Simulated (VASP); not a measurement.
Here is a VASP 6.6.1 calculation.

The input INCAR:

```
SYSTEM = Ge
ALGO = Normal
EDIFF = 1E-6
ENCUT = 520
GGA = PE
ISIF = 2
ISMEAR = 0
LASPH = .TRUE.
LCHARG = .FALSE.
LREAL = .FALSE.
LWAVE = .FALSE.
NBANDS = 13
NELM = 60
PREC = Accurate
SIGMA = 0.011
```

KPOINTS

```
k-points
0
G
  12 12 12
  0 0 0
```

Contents of POSCAR:

```
Ge
1.0
   -1.6084200000      1.6084200000      1.8731800000
    1.6084200000     -1.6084200000      1.8731800000
    1.6084200000      1.6084200000     -1.8731800000
Ge
1
Direct
    0.5000000000      0.5000000000      0.0000000000
```

Potentials or basis: VASP PAW PBE potentials, release 64 (Ge_d).

Run with:

```bash
$ cat potpaw_PBE.64/Ge_d/POTCAR > POTCAR
$ mpirun -np 1 vasp_std > vasp.out
```

Task: Estimate the pressure.

Result: 0.8 GPa.

Task: What does it give for the band gap on the k mesh?

Result: Zero (band 7 reaches 15.11 eV, above the bottom of band 8 at 3.80 eV).

Stress tensor (GPa, compression positive):
```
0.45 0.00 0.00
0.00 0.45 0.00
0.00 0.00 1.42
```
